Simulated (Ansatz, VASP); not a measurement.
SiC in VASP and in Ansatz

```
Si C
1.0
     3.09500    0.00000    0.00000
    -1.54750    2.68035    0.00000
     0.00000    0.00000   15.18644
Si C
6 6
Cartesian
  0.0000 0.0000 1.8989
  0.0000 0.0000 9.4921
  0.0000 1.7869 4.4317
  1.5475 0.8934 12.0249
  0.0000 1.7869 14.5533
  1.5475 0.8934 6.9601
  0.0000 0.0000 -0.0047
  0.0000 0.0000 7.5885
  0.0000 1.7869 2.5335
  1.5475 0.8934 10.1268
  0.0000 1.7869 12.6551
  1.5475 0.8934 5.0619
```

Alike in both runs: task relaxation of cell and atoms; functional PBEsol; k mesh 12 × 12 × 2; occupations gaussian, width 0.02 eV; no spin polarisation.

```csv
,VASP,Ansatz
version,VASP 6.6.1,Ansatz 0.2.0
potentials or method,"VASP PAW PBE potentials, release 64 (Si, C), cutoff 600 eV","scalar-relativistic, plane waves, PAW"
valence electrons in the cell,48,48
```

|  | VASP | Ansatz | Ansatz less VASP |
| --- | --- | --- | --- |
| gap on the k mesh at the Fermi level, each at its own relaxed structure (eV) | 1.91 | 1.92 | +0.008 |
| relaxed volume (Å³/atom) | 10.34 | 10.34 | -0.009 |
| relaxed length of the cell vector where the two differ most in proportion (Å) | 15.112 | 15.107 | -0.0053 |

VASP's potentials were made for PBE, not for PBEsol.
